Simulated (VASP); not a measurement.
# SiC3: relaxation of cell and atoms with PBE

Crystal: SiC3.

```
CELL_PARAMETERS angstrom
5.61002 0.00000 0.00000
0.00000 5.61002 0.00000
0.00000 0.00000 3.05623
ATOMIC_POSITIONS crystal
Si 0.00000 0.00000 0.50000
C 0.00000 0.00000 0.00000
C 0.50000 0.50000 0.71345
C 0.50000 0.50000 0.28655
```

```yaml
Program: VASP 6.6.1
Task: relaxation of cell and atoms
Functional: PBE
Potentials_or_basis: VASP PAW PBE potentials, release 64 (Si, C)
Cutoff: 600 eV
k_mesh: 6 × 6 × 10
Occupations: gaussian, width 0.02 eV
Spin: no spin polarisation
Dipole_correction: no
Further_INCAR_settings: ALGO = Normal; EDIFF = 1e-07; IBRION = 2; EDIFFG = -0.01; NSW = 100; ISIF = 3
```

```
Relaxed volume                        : 24.03 Å³/atom
Relaxed cell                          : a = 5.609 Å, b = 5.609 Å, c = 3.054 Å, α = 90.00°, β = 90.00°, γ = 90.00°
Space group after relaxing (to 0.1 Å) : P4/mmm (No. 123)
Energy gained by relaxing             : 0.0 meV/atom
Ionic steps                           : 5
Pressure after relaxing               : 0.0 GPa
Band gap on the k mesh                : 1.18 eV (least direct gap 1.52 eV)
```

Step by step:
| step | energy change (eV) | largest force (eV/Å) | pressure (GPa) | volume (Å³) |
| --- | --- | --- | --- | --- |
| 1 | 0.0000 | 0.0653 | -0.07 | 96.19 |
| 2 | 0.0002 | 0.1424 | -0.04 | 96.04 |
| 3 | -0.0001 | 0.0143 | -0.06 | 96.13 |
| 4 | 0.0000 | 0.0610 | 0.18 | 95.99 |
| 5 | -0.0001 | 0.0009 | -0.01 | 96.10 |

Final structure:
```
Si C
1.0
     5.60931    0.00000    0.00000
     0.00000    5.60931    0.00000
     0.00000    0.00000    3.05436
Si C
1 3
Cartesian
  0.0000 5.6093 1.5272
  0.0000 5.6093 0.0000
  2.8047 2.8047 2.1803
  2.8047 2.8047 0.8741
```

Levels at points of the mesh, in eV from the valence-band top:
| k point | band 5 | band 6 | band 7 | band 8 | band 9 | band 10 | band 11 | band 12 |
| --- | --- | --- | --- | --- | --- | --- | --- | --- |
| (0.00, 0.00, 0.00) | -3.81 | -3.61 | -2.13 | -2.13 | 1.18 | 2.95 | 5.64 | 6.96 |
| (0.50, 0.00, 0.00) | -3.72 | -3.61 | -2.41 | -2.28 | 1.18 | 3.72 | 6.24 | 6.96 |
| (0.50, 0.50, 0.00) | -3.94 | -3.61 | -2.13 | -2.13 | 1.18 | 3.87 | 6.56 | 6.95 |
| (0.00, 0.00, 0.50) | -1.51 | -1.51 | -0.06 | -0.06 | 1.70 | 1.70 | 2.88 | 2.88 |
| (0.50, 0.00, 0.50) | -1.52 | -1.48 | -0.06 | 0.00 | 1.52 | 1.60 | 2.45 | 2.79 |
| (0.50, 0.50, 0.50) | -1.56 | -1.56 | -0.17 | -0.17 | 1.71 | 1.71 | 2.73 | 2.73 |

Wall time 4.7 min on 1 thread of Intel Xeon 8259CL (shared host), peak memory 0.27 GiB.

A k mesh can miss the band edges.
